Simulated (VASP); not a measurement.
A run of VASP 6.6.1 is set up as follows.

The input INCAR:

```
PREC = Accurate
ENCUT = 600
EDIFF = 1E-6
ISMEAR = 0
SIGMA = 0.1
LREAL = F
LASPH = T
NELM = 100
ALGO = Normal
ISIF = 3
LWAVE = F
LCHARG = F
GGA = PE
IBRION = 2
NSW = 90
EDIFFG = -0.04
```

Contents of KPOINTS:

```
Automatic mesh
0
Gamma
  6 6 4
```

POSCAR

```
In
1.0
    4.0880034500      0.0000000000      0.0000000000
   -2.0440017300      3.5403148400      0.0000000000
    0.0000000000      0.0000000000      5.4375105900
In
3
Direct
    0.2689999900      0.0000000000      0.1666666700
    0.0000000000      0.2689999900      0.8333333300
    0.7310000100      0.7310000100      0.5000000000
```

Potentials or basis: VASP PAW PBE potentials, release 64 (In_d).

The run is started by

```bash
$ cat potpaw_PBE.64/In_d/POTCAR > POTCAR
$ mpirun -np 1 vasp_std > vasp.out
```

Q: Estimate the space group after relaxing (to 0.05 Å).

A: P3_221 (No. 154).

Q: Predict the relaxed cell.

A: a = 3.960 Å, b = 3.960 Å, c = 6.295 Å, α = 90.00°, β = 90.00°, γ = 120.00°.

Q: Predict the relaxed volume.

A: 28.49 Å³/atom.

Final structure:
```cif
data_structure
_symmetry_space_group_name_H-M 'P 1'
_symmetry_Int_Tables_number 1
_cell_length_a 3.9596
_cell_length_b 3.9596
_cell_length_c 6.2946
_cell_angle_alpha 90.000
_cell_angle_beta 90.000
_cell_angle_gamma 120.000
_cell_volume 85.47
loop_
_atom_site_label
_atom_site_type_symbol
_atom_site_fract_x
_atom_site_fract_y
_atom_site_fract_z
_atom_site_occupancy
In1 In 0.32899 0.00000 0.16667 1
In2 In 0.00000 0.32899 0.83333 1
In3 In 0.67101 0.67101 0.50000 1
```
